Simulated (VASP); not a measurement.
Here is a VASP 6.6.1 calculation.

POSCAR

```
GaP
1.0
    1.9430151800      1.1218003300      6.4308101000
   -1.9430151800      1.1218003300      6.4308101000
    0.0000000000     -2.2436006700      6.4308101000
Ga P
2 2
Direct
    0.4353720000      0.4353720000      0.4353720000
    0.5646280000      0.5646280000      0.5646280000
    0.0573890000      0.0573890000      0.0573890000
    0.9426110000      0.9426110000      0.9426110000
```

INCAR.step1

```
ALGO = Normal ; EDIFF = 1E-5
ENCUT = 550 ; GGA = PE
GGA_COMPAT = False ; ISMEAR = 0
LASPH = True ; LCHARG = False
LREAL = False ; LWAVE = True
NBANDS = 26 ; NELM = 120
PREC = Accurate ; SIGMA = 0.01
```

Contents of INCAR.step2:

```
ALGO = Normal ; EDIFF = 1E-6
ENCUT = 550 ; GGA_COMPAT = False
ISIF = 2 ; ISMEAR = 0
ISTART = 1 ; LASPH = True
LCHARG = False ; LMIXTAU = True
LREAL = False ; LWAVE = False
METAGGA = R2SCAN ; NBANDS = 26
NELM = 120 ; PREC = Accurate
SIGMA = 0.01
```

Contents of KPOINTS:

```
k-points
0
Gamma
  4 4 4
```

Potentials or basis: VASP PAW PBE potentials, release 64 (Ga_d, P).

Launch:

```bash
$ cat potpaw_PBE.64/Ga_d/POTCAR potpaw_PBE.64/P/POTCAR > POTCAR
$ cp INCAR.step1 INCAR
$ mpirun -np 1 vasp_std > vasp.out
$ cp INCAR.step2 INCAR
$ mpirun -np 1 vasp_std > vasp.out
```

Predict the largest force.

0.051 eV/Å.

Predict the band gap on the k mesh.

1.07 eV (least direct gap 1.48 eV).

Forces in eV/Å, atoms in the order of the input:
```
Ga   0.000  0.000  0.051
Ga   0.000  0.000 -0.051
P    0.000  0.000 -0.018
P    0.000  0.000  0.018
```

Caveat: the k points lie up to 0.47 Å⁻¹ apart; the PAW data sets were made with another functional, which shifts forces and pressure a little. A k mesh can miss the band edges.
